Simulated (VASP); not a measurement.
# TiAl3 (Cmcm) in VASP: notebook

Runs on TiAl3. Level: r2SCAN. Tasks: single point.

Everything below comes from runs of VASP 6.6.1. Logs are shortened: lines on timing, memory, paths and dates and some standing lists are left out, and cuts for length are marked.

**1. The cell of the first run**

The structure is orthorhombic, space group Cmcm (No. 63). The conventional cell has a = 5.594 Å, b = 5.594 Å, c = 7.911 Å, α = 90.00°, β = 90.00°, γ = 90.00°. Ti (site symmetry m2m) has 12 Al at 2.74 to 2.86 Å within 3.6 Å. Within 3.6 Å of Al (site symmetry m2m) lie 8 Al at 2.74 to 2.85 Å and 4 Ti at 2.78 to 2.81 Å. Within 3.6 Å of Al (site symmetry -1) lie 4 Ti at 2.74 to 2.86 Å and 8 Al at 2.74 to 2.85 Å.

**2. Single point, r2SCAN (atoms displaced along a vibrational mode)**

Input file POSCAR:

```
TiAl3
1.0
    3.9556712500      0.0000000000      0.0000000000
    0.0000000000      3.9556712500      0.0000000000
    0.0000000000      0.0000000000      7.9113425000
Ti Al
2 6
Direct
    0.0223447152      0.0223447152      0.0000000000
   -0.0223447152     -0.0223447152      0.5000000000
    0.5194252980      0.5194252980      0.0000000000
    0.4805747020      0.4805747020      0.5000000000
    0.5000000000      0.0000000000      0.2500000000
    0.5000000000      0.0000000000      0.7500000000
    0.0000000000      0.5000000000      0.2500000000
    0.0000000000      0.5000000000      0.7500000000
```

Input file INCAR.step1:

```
SYSTEM = TiAl3
  ALGO = Normal
  EDIFF = 1E-4
  ENCUT = 520
  GGA = PE
  ISMEAR = 0
  LASPH = .True.
  LCHARG = .False.
  LREAL = .False.
  LWAVE = .True.
  NBANDS = 31
  NELM = 60
  PREC = Accurate
  SIGMA = 0.15
```

Input file INCAR.step2:

```
SYSTEM = TiAl3
  ALGO = Normal
  EDIFF = 1E-6
  ENCUT = 520
  ISIF = 2
  ISMEAR = 0
  ISTART = 1
  LASPH = .True.
  LCHARG = .False.
  LMIXTAU = .True.
  LREAL = .False.
  LWAVE = .False.
  METAGGA = R2SCAN
  NBANDS = 31
  NELM = 60
  PREC = Accurate
  SIGMA = 0.15
```

Input file KPOINTS:

```
k-points
0
Gamma
  12 12 6
  0 0 0
```

Potentials or basis: VASP PAW PBE potentials, release 64 (Ti_sv, Al).

Run with:

```console
cat potpaw_PBE.64/Ti_sv/POTCAR potpaw_PBE.64/Al/POTCAR > POTCAR
cp INCAR.step1 INCAR
mpirun -np 1 vasp_std > vasp.out
cp INCAR.step2 INCAR
mpirun -np 1 vasp_std > vasp.out
```

OUTCAR:

```text
SYSTEM = TiAl3
   EDIFF = 1E-6
   ENCUT = 520
   ISIF = 2
   ISMEAR = 0
   ISTART = 1
   LASPH = .True.
   LREAL = .False.
   METAGGA = R2SCAN
   NELM = 60
   PREC = Accurate

 ion  position               nearest neighbor table
   1  0.022  0.022  0.000-   5 2.74   6 2.74   7 2.74   8 2.74   3 2.78   3 2.80   3 2.80   3 2.81
                             7 2.86   5 2.86   6 2.86   8 2.86
   2  0.978  0.978  0.500-   5 2.74   6 2.74   7 2.74   8 2.74   4 2.78   4 2.80   4 2.80   4 2.81
                             5 2.86   7 2.86   8 2.86   6 2.86
   3  0.519  0.519  0.000-   5 2.74   6 2.74   7 2.74   8 2.74   1 2.78   1 2.80   1 2.80   1 2.81
                             5 2.85   6 2.85   7 2.85   8 2.85
   4  0.481  0.481  0.500-   5 2.74   6 2.74   7 2.74   8 2.74   2 2.78   2 2.80   2 2.80   2 2.81
                             7 2.85   8 2.85   5 2.85   6 2.85
   5  0.500  0.000  0.250-   1 2.74   2 2.74   3 2.74   4 2.74   7 2.80   7 2.80   7 2.80   7 2.80
                             4 2.85   3 2.85   1 2.86   2 2.86
   6  0.500  0.000  0.750-   1 2.74   2 2.74   3 2.74   4 2.74   8 2.80   8 2.80   8 2.80   8 2.80
                             4 2.85   3 2.85   1 2.86   2 2.86
   7  0.000  0.500  0.250-   1 2.74   2 2.74   3 2.74   4 2.74   5 2.80   5 2.80   5 2.80   5 2.80
                             3 2.85   4 2.85   1 2.86   2 2.86
   8  0.000  0.500  0.750-   1 2.74   2 2.74   3 2.74   4 2.74   6 2.80   6 2.80   6 2.80   6 2.80
                             3 2.85   4 2.85   1 2.86   2 2.86

  LATTYP: Found a simple tetragonal cell.
 ALAT       =     3.9556712500
 C/A-ratio  =     2.0000000000

  Lattice vectors:

 A1 = (   3.9556712500,   0.0000000000,   0.0000000000)
 A2 = (   0.0000000000,   3.9556712500,   0.0000000000)
 A3 = (   0.0000000000,   0.0000000000,   7.9113425000)

Analysis of symmetry for initial positions (statically):
=====================================================================
 Subroutine PRICEL returns:
 Original cell was already a primitive cell.

 Routine SETGRP: Setting up the symmetry group for a
 simple tetragonal supercell.

 Subroutine GETGRP returns: Found  8 space group operations
 (whereof  4 operations were pure point group operations)
 out of a pool of 16 trial point group operations.

The static configuration has the point symmetry C_2v.
 The point group associated with its full space group is D_2h.

Analysis of symmetry for dynamics (positions and initial velocities):
=====================================================================
 Subroutine PRICEL returns:
 Original cell was already a primitive cell.

 Routine SETGRP: Setting up the symmetry group for a
 simple tetragonal supercell.

 Subroutine GETGRP returns: Found  8 space group operations
 (whereof  4 operations were pure point group operations)
 out of a pool of 16 trial point group operations.

The dynamic configuration has the point symmetry C_2v.
 The point group associated with its full space group is D_2h.

 Subroutine INISYM returns: Found  8 space group operations
 (whereof  4 operations are pure point group operations),
 and found     1 'primitive' translations

----------------------------------------------------------------------------------------

                                     Primitive cell

  volume of cell :     123.7914

  direct lattice vectors                    reciprocal lattice vectors
     3.955671250  0.000000000  0.000000000     0.252801595  0.000000000  0.000000000
     0.000000000  3.955671250  0.000000000     0.000000000  0.252801595  0.000000000
     0.000000000  0.000000000  7.911342500     0.000000000  0.000000000  0.126400797

  length of vectors
     3.955671250  3.955671250  7.911342500     0.252801595  0.252801595  0.126400797

  position of ions in fractional coordinates (direct lattice)
     0.022344715  0.022344715  0.000000000
     0.977655285  0.977655285  0.500000000
     0.519425298  0.519425298  0.000000000
     0.480574702  0.480574702  0.500000000
     0.500000000  0.000000000  0.250000000
     0.500000000  0.000000000  0.750000000
     0.000000000  0.500000000  0.250000000
     0.000000000  0.500000000  0.750000000

  ion indices of the primitive-cell ions
   primitive index   ion index
                 1           1
                 2           2
                 3           3
                 4           4
                 5           5
                 6           6
                 7           7
                 8           8

----------------------------------------------------------------------------------------

 KPOINTS: k-points

Automatic generation of k-mesh.
 Grid dimensions read from file:
 generate k-points for:   12   12    6

 Generating k-lattice:

  Cartesian coordinates                     Fractional coordinates (reciprocal lattice)
     0.021066800  0.000000000  0.000000000     0.083333333  0.000000000  0.000000000
     0.000000000  0.021066800  0.000000000     0.000000000  0.083333333  0.000000000
     0.000000000  0.000000000  0.021066800     0.000000000  0.000000000  0.166666667

  Length of vectors
     0.021066800  0.021066800  0.021066800

  Shift w.r.t. Gamma in fractional coordinates (k-lattice)
     0.000000000  0.000000000  0.000000000

 Subroutine IBZKPT returns following result:
 ===========================================

 Found    172 irreducible k-points:

 Following reciprocal coordinates:
            Coordinates               Weight
  0.000000  0.000000  0.000000      1.000000
  0.083333  0.000000  0.000000      4.000000
  0.166667  0.000000  0.000000      4.000000
  0.250000  0.000000  0.000000      4.000000
  0.333333  0.000000  0.000000      4.000000
  0.416667  0.000000  0.000000      4.000000
[... 16 lines left out ...]
  0.333333  0.166667  0.000000      4.000000
 -0.166667  0.333333  0.000000      4.000000
 [... further k-points ...]
   k-points           NKPTS =    172   k-points in BZ     NKDIM =    172   number of bands    NBANDS=     31
   number of dos      NEDOS =    301   number of ions     NIONS =      8
   total plane-waves  NPLWV =  54000
   dimension x,y,z NGX =    30 NGY =   30 NGZ =   60
   dimension x,y,z NGXF=    60 NGYF=   60 NGZF=  120
   ions per type =               2   6
   NGX,Y,Z   is equivalent  to a cutoff of  12.61, 12.61, 12.61 a.u.
   NGXF,Y,Z  is equivalent  to a cutoff of  25.22, 25.22, 25.22 a.u.
 SYSTEM =  TiAl3
   PREC   = accura    normal or accurate (medium, high low for compatibility)
   ISTART =      1    job   : 0-new  1-cont  2-samecut
   ICHARG =      0    charge: 1-file 2-atom 10-const
   ISPIN  =      1    spin polarized calculation?
   LNONCOLLINEAR =      F non collinear calculations
   LSORBIT =      F    spin-orbit coupling
   LASPH  =      T    aspherical Exc in radial PAW
   ENCUT  =  520.0 eV  38.22 Ry    6.18 a.u.   7.35  7.35 14.71*2*pi/ulx,y,z
   NELM   =     60;   NELMIN=  2; NELMDL=  0     # of ELM steps
   EDIFF  = 0.1E-05   stopping-criterion for ELM
   LREAL  =      F    real-space projection
   EDIFFG = 0.1E-04   stopping-criterion for IOM
   NSW    =      0    number of steps for IOM
   IBRION =     -1    ionic relax: 0-MD 1-quasi-New 2-CG
   NFREE  =      0    steps in history (QN), initial steepest desc. (CG)
   ISIF   =      2    stress and relaxation
   ISYM   =      2    0-nonsym 1-usesym 2-fastsym
   POTIM  = 0.5000    time-step for ionic-motion
   TEBEG  =    0.0;   TEEND  =   0.0 temperature during run
   PSTRESS=    0.0 pullay stress
   NELECT =      42.0000    total number of electrons
   NUPDOWN=      -1.0000    fix difference up-down
   EMIN   =  10.00;   EMAX   =-10.00  energy-range for DOS
   EFERMI =   0.00;   METHOD = LEGACY
   ISMEAR =     0;   SIGMA  =   0.15  broadening in eV -4-tet -1-fermi 0-gaus
   EFERMI_NEDOS =   21; number of points for ismear=-14 and -15
   IALGO  =     38    algorithm
   IMIX   =      4    mixing-type and parameters
     AMIX     =   0.40;   BMIX     =  1.00
     AMIX_MAG =   1.60;   BMIX_MAG =  1.00
  volume/ion in A,a.u.               =      15.47       104.42
  Fermi-wavevector in a.u.,A,eV,Ry     =   1.141811  2.157711 17.738371  1.303733
  Thomas-Fermi vector in A             =   2.278511
   LORBIT       =      0    0 simple, 1 ext, 2 COOP (PROOUT), +10 PAW based schemes
   METAGGA = R2SCAN    functional components
   LHFCALC =     F    Hartree Fock is set to
   AEXX    =    0.0000 exact exchange contribution
   IVDW    =     0    specifies the selected vdW correction
   LEPSILON=     F    determine dielectric tensor
   LRPA    =     F    only Hartree local field effects (RPA)
 non-spin polarized calculation
 Gauss-broadening in eV      SIGMA  =   0.15
  energy-cutoff  :      520.00
  volume of cell :      123.79
 maximum number of plane-waves:      3397
 NGX is ok and might be reduce to    30
   NGX = 15   NGY = 15   NGZ = 29

 number of electron      41.9999999 magnetization

 Free energy of the ion-electron system (eV)
  ---------------------------------------------------
  ext. energy  EPLUGINS =         0.00000000
  ---------------------------------------------------
  free energy    TOTEN  =       -69.51672422 eV

  energy without entropy =      -69.46553002  energy(sigma->0) =      -69.49112712

 E-fermi :   9.1593     XC(G=0): -11.5891

 val. band max:        9.1554869019   @ k =   0.3333   0.0833   0.1667
 cond. band min:       9.1606539789   @ k =  -0.1667   0.3333   0.3333
 fundamental gap:      0.0051670770
 Fermi energy:         9.1592901189

 k-point     1 :       0.0000    0.0000    0.0000
  band No.  band energies     occupation
      1     -50.1707      2.00000
      2     -50.1698      2.00000
      3     -25.4550      2.00000
      4     -25.4446      2.00000
      5     -25.4432      2.00000
      6     -25.4341      2.00000
[... 23 lines left out ...]
     30      12.3866      0.00000
     31      12.4561      0.00000
[... 751 lines left out ...]
      1     -50.1697      2.00000
      2     -50.1689      2.00000
      3     -25.4572      2.00000
      4     -25.4549      2.00000
      5     -25.4521      2.00000
      6     -25.4416      2.00000
[... 23 lines left out ...]
     30      12.0106      0.00000
     31      12.5233      0.00000

 [... further k-points ...]

------------------------ aborting loop because EDIFF is reached ----------------------------------------

  FORCE on cell =-STRESS in cart. coord.  units (eV):
  Direction    XX          YY          ZZ          XY          YZ          ZX
  --------------------------------------------------------------------------------------
  -------------------------------------------------------------------------------------
  Total        0.1550484      0.1550484      0.6647594      0.0092312      0.0000000      0.0000000
  in kB        2.0067230      2.0067230      8.6036849      0.1194756      0.0000000      0.0000000
  external PRESSURE =       4.2057103 kB  Pullay stress =       0.0000000 kB

 VOLUME and BASIS-vectors are now :
 -----------------------------------------------------------------------------
  energy-cutoff  :      520.00
  volume of cell :      123.79
      direct lattice vectors                 reciprocal lattice vectors
     3.955671250  0.000000000  0.000000000     0.252801595  0.000000000  0.000000000
     0.000000000  3.955671250  0.000000000     0.000000000  0.252801595  0.000000000
     0.000000000  0.000000000  7.911342500     0.000000000  0.000000000  0.126400797

 POSITION                                       TOTAL-FORCE (eV/Angst)
 -----------------------------------------------------------------------------------
      0.08839      0.08839      0.00000        -0.540335     -0.540335     -0.000000
      3.86728      3.86728      3.95567         0.540335      0.540335     -0.000000
      2.05468      2.05468      0.00000        -0.261646     -0.261646     -0.000000
      1.90100      1.90100      3.95567         0.261646      0.261646     -0.000000
      1.97784      0.00000      1.97784        -0.000000      0.000000     -0.000000
      1.97784      0.00000      5.93351        -0.000000      0.000000      0.000000
      0.00000      1.97784      1.97784         0.000000     -0.000000      0.000000
      0.00000      1.97784      5.93351         0.000000     -0.000000      0.000000
 -----------------------------------------------------------------------------------
    total drift:                                0.000000      0.000000      0.000000

  FREE ENERGIE OF THE ION-ELECTRON SYSTEM (eV)
  ---------------------------------------------------
  free  energy   TOTEN  =       -69.5167242191 eV

  energy  without entropy=      -69.4655300190  energy(sigma->0) =      -69.49112712
```

Run time: 79 min. Hardware: 1 thread of Oxide Virtual Turin-like, shared host; peak memory 0.58 GiB.

What came out:

```
Free energy            : -69.5167 eV
Pressure               : 0.4 GPa
Largest force          : 0.764 eV/Å
Band gap on the k mesh : zero (bands 21 and 22 overlap by 3.00 eV)
```

Forces on the atoms (eV/Å):
```
Ti  -0.540 -0.540  0.000
Ti   0.540  0.540  0.000
Al  -0.262 -0.262  0.000
Al   0.262  0.262  0.000
Al   0.000  0.000  0.000
Al   0.000  0.000  0.000
Al   0.000  0.000  0.000
Al   0.000  0.000  0.000
```

Stress tensor (GPa, compression positive):
```
0.20 0.01 0.00
0.01 0.20 0.00
0.00 0.00 0.86
```

Levels at points of the mesh, in eV from the Fermi level:
| k point | band 19 | band 20 | band 21 | band 22 | band 23 | band 24 |
| --- | --- | --- | --- | --- | --- | --- |
| (0.00, 0.00, 0.00) | -2.18 | 0.02 | 0.08 | 0.14 | 0.40 | 0.45 |
| (0.50, 0.00, 0.00) | -1.35 | 0.33 | 0.55 | 0.62 | 0.70 | 0.94 |
| (0.50, 0.50, 0.00) | -3.86 | -1.38 | -1.34 | 0.19 | 0.65 | 1.03 |
| (0.00, 0.00, 0.50) | -0.96 | -0.96 | 0.24 | 0.24 | 0.25 | 0.25 |
| (0.50, 0.00, 0.50) | -0.87 | -0.87 | 0.45 | 0.45 | 0.82 | 0.82 |
| (0.50, 0.50, 0.50) | -2.56 | -2.56 | -2.44 | -2.44 | 1.09 | 1.09 |

Caveat: the cell differs from its parent crystal (atoms displaced along a vibrational mode); the PAW data sets were made with another functional, which shifts forces and pressure a little.

**3. Single point, r2SCAN (atoms displaced along a vibrational mode)**

Input file POSCAR:

```
TiAl3
1.0
    3.9556712500      0.0000000000      0.0000000000
    0.0000000000      3.9556712500      0.0000000000
    0.0000000000      0.0000000000      7.9113425000
Ti Al
2 6
Direct
    0.0268136583      0.0268136583      0.0000000000
   -0.0268136583     -0.0268136583      0.5000000000
    0.5233103576      0.5233103576      0.0000000000
    0.4766896424      0.4766896424      0.5000000000
    0.5000000000      0.0000000000      0.2500000000
    0.5000000000      0.0000000000      0.7500000000
    0.0000000000      0.5000000000      0.2500000000
    0.0000000000      0.5000000000      0.7500000000
```

Input file INCAR.step1:

```
SYSTEM = TiAl3
PREC     = Accurate       ! precision mode
ENCUT    = 520            ! plane-wave cutoff, eV
ISMEAR   = 0              ! smearing method
SIGMA    = 0.15           ! smearing width, eV
LREAL    = .False.        ! projectors in reciprocal space
LASPH    = .True.         ! aspherical terms in the spheres
NELM     = 80             ! most SCF steps
NBANDS   = 31             ! bands
GGA      = PE             ! functional
ALGO     = Normal         ! electronic algorithm
EDIFF    = 1E-4           ! SCF threshold, eV
LWAVE    = .True.         ! write WAVECAR
LCHARG   = .False.        ! write CHGCAR
```

Input file INCAR.step2:

```
SYSTEM = TiAl3
PREC     = Accurate       ! precision mode
ENCUT    = 520            ! plane-wave cutoff, eV
EDIFF    = 1E-6           ! SCF threshold, eV
ISMEAR   = 0              ! smearing method
SIGMA    = 0.15           ! smearing width, eV
LREAL    = .False.        ! projectors in reciprocal space
LASPH    = .True.         ! aspherical terms in the spheres
NELM     = 80             ! most SCF steps
ALGO     = Normal         ! electronic algorithm
ISIF     = 2              ! what is computed and relaxed
LWAVE    = .False.        ! write WAVECAR
LCHARG   = .False.        ! write CHGCAR
METAGGA  = R2SCAN         ! meta-GGA
LMIXTAU  = .True.       
NBANDS   = 31             ! bands
ISTART   = 1
```

Input file KPOINTS:

```
regular mesh
0
Gamma
  12 12 6
  0 0 0
```

Potentials or basis: VASP PAW PBE potentials, release 64 (Ti_sv, Al).

Run with:

```console
cat potpaw_PBE.64/Ti_sv/POTCAR potpaw_PBE.64/Al/POTCAR > POTCAR
cp INCAR.step1 INCAR
mpirun -np 1 vasp_std > vasp.out
cp INCAR.step2 INCAR
mpirun -np 1 vasp_std > vasp.out
```

OUTCAR:

```text
SYSTEM = TiAl3
   PREC = Accurate
   ENCUT = 520
   EDIFF = 1E-6
   ISMEAR = 0
   LREAL = .False.
   LASPH = .True.
   NELM = 80
   ISIF = 2
   METAGGA = R2SCAN
   ISTART = 1

 ion  position               nearest neighbor table
   1  0.027  0.027  0.000-   5 2.73   6 2.73   7 2.73   8 2.73   3 2.78   3 2.80   3 2.80   3 2.82
                             7 2.88   5 2.88   6 2.88   8 2.88
   2  0.973  0.973  0.500-   5 2.73   6 2.73   7 2.73   8 2.73   4 2.78   4 2.80   4 2.80   4 2.82
                             5 2.88   7 2.88   8 2.88   6 2.88
   3  0.523  0.523  0.000-   5 2.73   6 2.73   7 2.73   8 2.73   1 2.78   1 2.80   1 2.80   1 2.82
[... 1043 lines left out ...]
  in kB        3.1976536      3.1976536     12.6962839      0.1863640      0.0000000      0.0000000
  external PRESSURE =       6.3638637 kB  Pullay stress =       0.0000000 kB

 VOLUME and BASIS-vectors are now :
 -----------------------------------------------------------------------------
  energy-cutoff  :      520.00
  volume of cell :      123.79
      direct lattice vectors                 reciprocal lattice vectors
     3.955671250  0.000000000  0.000000000     0.252801595  0.000000000  0.000000000
     0.000000000  3.955671250  0.000000000     0.000000000  0.252801595  0.000000000
     0.000000000  0.000000000  7.911342500     0.000000000  0.000000000  0.126400797

 POSITION                                       TOTAL-FORCE (eV/Angst)
 -----------------------------------------------------------------------------------
      0.10607      0.10607      0.00000        -0.638391     -0.638391      0.000000
      3.84961      3.84961      3.95567         0.638391      0.638391      0.000000
      2.07004      2.07004      0.00000        -0.311396     -0.311396      0.000000
      1.88563      1.88563      3.95567         0.311396      0.311396      0.000000
      1.97784      0.00000      1.97784        -0.000000     -0.000000      0.000000
      1.97784      0.00000      5.93351        -0.000000     -0.000000      0.000000
      0.00000      1.97784      1.97784        -0.000000     -0.000000      0.000000
      0.00000      1.97784      5.93351        -0.000000     -0.000000      0.000000
 -----------------------------------------------------------------------------------
    total drift:                                0.000000      0.000000      0.000000

  FREE ENERGIE OF THE ION-ELECTRON SYSTEM (eV)
  ---------------------------------------------------
  free  energy   TOTEN  =       -69.4573984992 eV

  energy  without entropy=      -69.4068272444  energy(sigma->0) =      -69.43211287
```

Wall time 34 min (1 thread of Oxide Virtual Turin-like, shared host); peak memory 0.58 GiB.

What came out:

* Free energy: -69.4574 eV
* Pressure: 0.6 GPa
* Largest force: 0.903 eV/Å
* Band gap on the k mesh: zero (bands 21 and 22 overlap by 2.97 eV)

Forces in eV/Å, atoms in the order of the input:
```
Ti  -0.638 -0.638  0.000
Ti   0.638  0.638  0.000
Al  -0.311 -0.311  0.000
Al   0.311  0.311  0.000
Al   0.000  0.000  0.000
Al   0.000  0.000  0.000
Al   0.000  0.000  0.000
Al   0.000  0.000  0.000
```

Caveat: the cell differs from its parent crystal (atoms displaced along a vibrational mode); the PAW data sets were made with another functional, which shifts forces and pressure a little.
